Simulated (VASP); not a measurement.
# Si4W2Cl in VASP: single point with PBE

Aim: the single point of Si4W2Cl with PBE.

Everything below comes from runs of VASP 6.6.1. Logs are shortened: lines on timing, memory, paths and dates and some standing lists are left out, and cuts for length are marked.

## (1) The cell of the first run

The cell holds a slab with vacuum, 7 atoms: a = 3.229 Å, b = 3.229 Å, c = 21.937 Å, α = 90.00°, β = 90.00°, γ = 90.00°.

## (2) Single point, PBE

Contents of INCAR:

```
ALGO = Normal
DIPOL = 0.5 0.5 0.363
EDIFF = 1E-7
ENCUT = 520
GGA = PE
IDIPOL = 3
ISIF = 2
ISMEAR = 0
LASPH = True
LCHARG = False
LDIPOL = True
LREAL = False
LWAVE = False
NBANDS = 34
NELM = 80
PREC = Accurate
SIGMA = 0.1
```

Contents of KPOINTS:

```
k-points
0
Gamma
  8 8 1
```

Contents of POSCAR:

```
Si4W2Cl
1.0
    3.2292919632      0.0000000000      0.0000000000
    0.0000000000      3.2292919632      0.0000000000
    0.0000000000      0.0000000000     21.9372962356
Si W Cl
4 2 1
Direct
    0.0000000000      0.0000000000      0.1823378760
    0.0000000000      0.0000000000      0.3009901015
    0.5000000000      0.5000000000      0.3590107492
    0.5000000000      0.5000000000      0.4757786066
    0.5000000000      0.5000000000      0.2416639887
    0.0000000000      0.0000000000      0.4178382292
    0.5000000000      1.0000000000      0.5606037669
```

Potentials or basis: VASP PAW PBE potentials, release 64 (Si, W_sv, Cl).

Started as:

```bash
cat potpaw_PBE.64/Si/POTCAR potpaw_PBE.64/W_sv/POTCAR potpaw_PBE.64/Cl/POTCAR > POTCAR
mpirun -np 1 vasp_std > vasp.out
```

OUTCAR:

```text
EDIFF = 1E-7
   ENCUT = 520
   GGA = PE
   ISIF = 2
   ISMEAR = 0
   LASPH = True
   LREAL = False
   NELM = 80
   PREC = Accurate

 ion  position               nearest neighbor table
   1  0.000  0.000  0.182-   2 2.60   5 2.63   5 2.63   5 2.63   5 2.63
   2  0.000  0.000  0.301-   6 2.56   1 2.60   3 2.61   3 2.61   3 2.61   3 2.61   5 2.63   5 2.63
                             5 2.63   5 2.63
   3  0.500  0.500  0.359-   4 2.56   5 2.57   2 2.61   2 2.61   2 2.61   2 2.61   6 2.62   6 2.62
                             6 2.62   6 2.62
   4  0.500  0.500  0.476-   7 2.46   7 2.46   3 2.56   6 2.61   6 2.61   6 2.61   6 2.61
   5  0.500  0.500  0.242-   3 2.57   1 2.63   1 2.63   1 2.63   1 2.63   2 2.63   2 2.63   2 2.63
                             2 2.63
   6  0.000  0.000  0.418-   2 2.56   4 2.61   4 2.61   4 2.61   4 2.61   3 2.62   3 2.62   3 2.62
                             3 2.62
   7  0.500  0.000  0.561-   4 2.46   4 2.46

  LATTYP: Found a simple tetragonal cell.
 ALAT       =     3.2292919632
 C/A-ratio  =     6.7932216986

  Lattice vectors:

 A1 = (   3.2292919632,   0.0000000000,   0.0000000000)
 A2 = (   0.0000000000,   3.2292919632,   0.0000000000)
 A3 = (   0.0000000000,   0.0000000000,  21.9372962356)

Analysis of symmetry for initial positions (statically):
=====================================================================
 Subroutine PRICEL returns:
 Original cell was already a primitive cell.

 Routine SETGRP: Setting up the symmetry group for a
 simple tetragonal supercell.

 Subroutine GETGRP returns: Found  4 space group operations
 (whereof  4 operations were pure point group operations)
 out of a pool of 16 trial point group operations.

The static configuration has the point symmetry C_2v.

Analysis of symmetry for dynamics (positions and initial velocities):
=====================================================================
 Subroutine PRICEL returns:
 Original cell was already a primitive cell.

 Routine SETGRP: Setting up the symmetry group for a
 simple tetragonal supercell.

 Subroutine GETGRP returns: Found  4 space group operations
 (whereof  4 operations were pure point group operations)
 out of a pool of 16 trial point group operations.

The dynamic configuration has the point symmetry C_2v.

 Subroutine INISYM returns: Found  4 space group operations
 (whereof  4 operations are pure point group operations),
 and found     1 'primitive' translations

----------------------------------------------------------------------------------------

                                     Primitive cell

  volume of cell :     228.7693

  direct lattice vectors                    reciprocal lattice vectors
     3.229291963  0.000000000  0.000000000     0.309665404  0.000000000  0.000000000
     0.000000000  3.229291963  0.000000000     0.000000000  0.309665404  0.000000000
     0.000000000  0.000000000 21.937296236     0.000000000  0.000000000  0.045584469

  length of vectors
     3.229291963  3.229291963 21.937296236     0.309665404  0.309665404  0.045584469

  position of ions in fractional coordinates (direct lattice)
     0.000000000  0.000000000  0.182337876
     0.000000000  0.000000000  0.300990101
     0.500000000  0.500000000  0.359010749
     0.500000000  0.500000000  0.475778607
     0.500000000  0.500000000  0.241663989
     0.000000000  0.000000000  0.417838229
     0.500000000  0.000000000  0.560603767

  ion indices of the primitive-cell ions
   primitive index   ion index
                 1           1
                 2           2
                 3           3
                 4           4
                 5           5
                 6           6
                 7           7

----------------------------------------------------------------------------------------

 KPOINTS: k-points

Automatic generation of k-mesh.
 Grid dimensions read from file:
 generate k-points for:    8    8    1

 Generating k-lattice:

  Cartesian coordinates                     Fractional coordinates (reciprocal lattice)
     0.038708175  0.000000000  0.000000000     0.125000000  0.000000000  0.000000000
     0.000000000  0.038708175  0.000000000     0.000000000  0.125000000  0.000000000
     0.000000000  0.000000000  0.045584469     0.000000000  0.000000000  1.000000000

  Length of vectors
     0.038708175  0.038708175  0.045584469

  Shift w.r.t. Gamma in fractional coordinates (k-lattice)
     0.000000000  0.000000000  0.000000000

 Subroutine IBZKPT returns following result:
 ===========================================

 Found     25 irreducible k-points:

 Following reciprocal coordinates:
            Coordinates               Weight
  0.000000  0.000000  0.000000      1.000000
  0.125000  0.000000  0.000000      2.000000
  0.000000  0.125000  0.000000      2.000000
  0.250000  0.000000  0.000000      2.000000
  0.000000  0.250000  0.000000      2.000000
  0.375000  0.000000  0.000000      2.000000
[... 16 lines left out ...]
  0.500000  0.375000  0.000000      2.000000
 -0.375000  0.500000  0.000000      2.000000
   k-points           NKPTS =     25   k-points in BZ     NKDIM =     25   number of bands    NBANDS=     34
   number of dos      NEDOS =    301   number of ions     NIONS =      7
   total plane-waves  NPLWV =  96768
   dimension x,y,z NGX =    24 NGY =   24 NGZ =  168
   dimension x,y,z NGXF=    48 NGYF=   48 NGZF=  336
   ions per type =               4   2   1
   NGX,Y,Z   is equivalent  to a cutoff of  12.36, 12.36, 12.73 a.u.
   NGXF,Y,Z  is equivalent  to a cutoff of  24.71, 24.71, 25.46 a.u.
 SYSTEM =  unknown system
   PREC   = accura    normal or accurate (medium, high low for compatibility)
   ISTART =      0    job   : 0-new  1-cont  2-samecut
   ICHARG =      2    charge: 1-file 2-atom 10-const
   ISPIN  =      1    spin polarized calculation?
   LNONCOLLINEAR =      F non collinear calculations
   LSORBIT =      F    spin-orbit coupling
   LASPH  =      T    aspherical Exc in radial PAW
   ENCUT  =  520.0 eV  38.22 Ry    6.18 a.u.   6.00  6.00 40.79*2*pi/ulx,y,z
   NELM   =     80;   NELMIN=  2; NELMDL= -5     # of ELM steps
   EDIFF  = 0.1E-06   stopping-criterion for ELM
   LREAL  =      F    real-space projection
   EDIFFG = 0.1E-05   stopping-criterion for IOM
   NSW    =      0    number of steps for IOM
   IBRION =     -1    ionic relax: 0-MD 1-quasi-New 2-CG
   NFREE  =      0    steps in history (QN), initial steepest desc. (CG)
   ISIF   =      2    stress and relaxation
   ISYM   =      2    0-nonsym 1-usesym 2-fastsym
   POTIM  = 0.5000    time-step for ionic-motion
   TEBEG  =    0.0;   TEEND  =   0.0 temperature during run
   PSTRESS=    0.0 pullay stress
   NELECT =      51.0000    total number of electrons
   NUPDOWN=      -1.0000    fix difference up-down
   EMIN   =  10.00;   EMAX   =-10.00  energy-range for DOS
   EFERMI =   0.00;   METHOD = LEGACY
   ISMEAR =     0;   SIGMA  =   0.10  broadening in eV -4-tet -1-fermi 0-gaus
   EFERMI_NEDOS =   21; number of points for ismear=-14 and -15
   IALGO  =     38    algorithm
   IMIX   =      4    mixing-type and parameters
     AMIX     =   0.40;   BMIX     =  1.00
     AMIX_MAG =   1.60;   BMIX_MAG =  1.00
  volume/ion in A,a.u.               =      32.68       220.54
  Fermi-wavevector in a.u.,A,eV,Ry     =   0.992656  1.875849 13.406730  0.985367
  Thomas-Fermi vector in A             =   2.124484
   LORBIT       =      0    0 simple, 1 ext, 2 COOP (PROOUT), +10 PAW based schemes
   GGA     = PE    functional components
   LHFCALC =     F    Hartree Fock is set to
   AEXX    =    0.0000 exact exchange contribution
   IVDW    =     0    specifies the selected vdW correction
   LEPSILON=     F    determine dielectric tensor
   LRPA    =     F    only Hartree local field effects (RPA)
 non-spin polarized calculation
 Gauss-broadening in eV      SIGMA  =   0.10
  energy-cutoff  :      520.00
  volume of cell :      228.77
 maximum number of plane-waves:      6214
   NGX = 13   NGY = 13   NGZ = 81

 dipolmoment           0.000000      0.000000     -0.092834 electrons x Angstroem

 number of electron      50.9999999 magnetization

 dipolmoment           0.000000      0.000000      0.060785 electrons x Angstroem

 Free energy of the ion-electron system (eV)
  ---------------------------------------------------
  ext. energy  EPLUGINS =         0.00000000
  ---------------------------------------------------
  free energy    TOTEN  =       -49.50439770 eV

  energy without entropy =      -49.48546017  energy(sigma->0) =      -49.49492893

 E-fermi :   1.8761     XC(G=0):  -6.1308

 val. band max:        1.8665124246   @ k =   0.3750   0.0000   0.0000
 cond. band min:       1.9054904894   @ k =   0.0000   0.3750   0.0000
 fundamental gap:      0.0389780648
 Fermi energy:         1.8760839370

 k-point     1 :       0.0000    0.0000    0.0000
  band No.  band energies     occupation
      1     -71.9779      2.00000
      2     -71.8499      2.00000
      3     -36.2480      2.00000
      4     -36.2207      2.00000
      5     -36.1616      2.00000
      6     -36.1042      2.00000
[... 26 lines left out ...]
     33       5.8309      0.00000
     34       5.9609      0.00000

 k-point     2 :       0.1250    0.0000    0.0000
  band No.  band energies     occupation
      1     -71.9769      2.00000
      2     -71.8489      2.00000
      3     -36.2446      2.00000
      4     -36.2178      2.00000
      5     -36.1919      2.00000
      6     -36.1008      2.00000
[... 26 lines left out ...]
     33       5.8735      0.00000
     34       6.2559      0.00000

 k-point     3 :       0.0000    0.1250    0.0000
  band No.  band energies     occupation
      1     -71.9769      2.00000
      2     -71.8489      2.00000
      3     -36.2510      2.00000
      4     -36.2446      2.00000
      5     -36.1587      2.00000
      6     -36.1008      2.00000
[... 26 lines left out ...]
     33       5.9168      0.00000
     34       6.2488      0.00000

 k-point     4 :       0.2500    0.0000    0.0000
  band No.  band energies     occupation
      1     -71.9745      2.00000
      2     -71.8464      2.00000
      3     -36.2643      2.00000
      4     -36.2364      2.00000
      5     -36.2110      2.00000
      6     -36.1576      2.00000
[... 26 lines left out ...]
     33       6.2680      0.00000
     34       6.6586      0.00000

 k-point     5 :       0.0000    0.2500    0.0000
  band No.  band energies     occupation
      1     -71.9744      2.00000
      2     -71.8464      2.00000
      3     -36.3236      2.00000
      4     -36.2364      2.00000
      5     -36.1695      2.00000
      6     -36.1518      2.00000
[... 621 lines left out ...]
 k-point    22 :       0.3750    0.3750    0.0000
  band No.  band energies     occupation
      1     -71.9661      2.00000
      2     -71.8382      2.00000
      3     -36.3718      2.00000
      4     -36.3120      2.00000
      5     -36.2176      2.00000
      6     -36.2100      2.00000
[... 26 lines left out ...]
     33       5.8495      0.00000
     34       6.3292      0.00000

 k-point    23 :       0.5000    0.3750    0.0000
  band No.  band energies     occupation
      1     -71.9651      2.00000
      2     -71.8372      2.00000
      3     -36.3677      2.00000
      4     -36.3402      2.00000
      5     -36.2334      2.00000
      6     -36.2134      2.00000
[... 26 lines left out ...]
     33       5.2636      0.00000
     34       5.9900      0.00000

 k-point    24 :      -0.3750    0.5000    0.0000
  band No.  band energies     occupation
      1     -71.9651      2.00000
      2     -71.8371      2.00000
      3     -36.4000      2.00000
      4     -36.3080      2.00000
      5     -36.2454      2.00000
      6     -36.2068      2.00000
[... 26 lines left out ...]
     33       5.5281      0.00000
     34       5.7159      0.00000

 [... further k-points ...]

------------------------ aborting loop because EDIFF is reached ----------------------------------------

 vacuum level on the upper side and lower side of the slab       (xc-potential included)         0.470        -0.547

  FORCE on cell =-STRESS in cart. coord.  units (eV):
  Direction    XX          YY          ZZ          XY          YZ          ZX
  --------------------------------------------------------------------------------------
  -------------------------------------------------------------------------------------
  Total        0.9587610     -2.4217450      0.3414510      0.0000000      0.0000000      0.0000000
  in kB        6.7146475    -16.9606026      2.3913394      0.0000000      0.0000000      0.0000000
  external PRESSURE =      -2.6182052 kB  Pullay stress =       0.0000000 kB

 VOLUME and BASIS-vectors are now :
 -----------------------------------------------------------------------------
  energy-cutoff  :      520.00
  volume of cell :      228.77
      direct lattice vectors                 reciprocal lattice vectors
     3.229291963  0.000000000  0.000000000     0.309665404  0.000000000  0.000000000
     0.000000000  3.229291963  0.000000000     0.000000000  0.309665404  0.000000000
     0.000000000  0.000000000 21.937296236     0.000000000  0.000000000  0.045584469

 POSITION                                       TOTAL-FORCE (eV/Angst)
 -----------------------------------------------------------------------------------
      0.00000      0.00000      4.00000         0.000000      0.000000      0.486701
      0.00000      0.00000      6.60291         0.000000      0.000000     -0.520918
      1.61465      1.61465      7.87573         0.000000      0.000000     -0.438169
      1.61465      1.61465     10.43730         0.000000      0.000000      0.821444
      1.61465      1.61465      5.30145         0.000000      0.000000      0.014907
      0.00000      0.00000      9.16624         0.000000      0.000000     -0.367294
      1.61465      0.00000     12.29813         0.000000      0.000000      0.003327
 -----------------------------------------------------------------------------------
    total drift:                                0.000000      0.000000     -0.000074

  FREE ENERGIE OF THE ION-ELECTRON SYSTEM (eV)
  ---------------------------------------------------
  free  energy   TOTEN  =       -49.5043977036 eV

  energy  without entropy=      -49.4854601650  energy(sigma->0) =      -49.49492893

 vacuum level on the upper side and lower side of the slab         7.281         6.228
```

Wall time 7.9 min (1 thread of Intel Xeon Platinum 8375C at 2.90GHz (Ice Lake), shared host); peak memory 0.41 GiB.

What came out:

```
Free energy            : -49.5044 eV
Largest force          : 0.821 eV/Å
Band gap on the k mesh : zero (an odd number of electrons rules out a gap without spin polarisation)
```

Forces on the atoms (eV/Å):
```
Si   0.000  0.000  0.487
Si   0.000  0.000 -0.521
Si   0.000  0.000 -0.438
Si   0.000  0.000  0.821
W    0.000  0.000  0.015
W    0.000  0.000 -0.367
Cl   0.000  0.000  0.003
```

Levels at points of the mesh, in eV from the Fermi level:
```csv
k point,band 24,band 25,band 26,band 27,band 28,band 29
"(0.00, 0.00, 0.00)",-0.57,0.72,0.76,0.94,0.96,0.98
"(0.50, 0.00, 0.00)",-1.47,-0.29,-0.28,-0.11,2.09,2.73
"(0.00, 0.50, 0.00)",-0.46,-0.20,-0.11,0.08,1.12,2.70
"(0.50, 0.50, 0.00)",-2.00,-1.44,-1.02,1.07,1.30,2.98
```

Caveat: spin-orbit coupling is left out, which moves the levels of the heavy elements; an odd number of electrons without spin polarisation forces a metal; a magnetic or distorted state may lie lower.
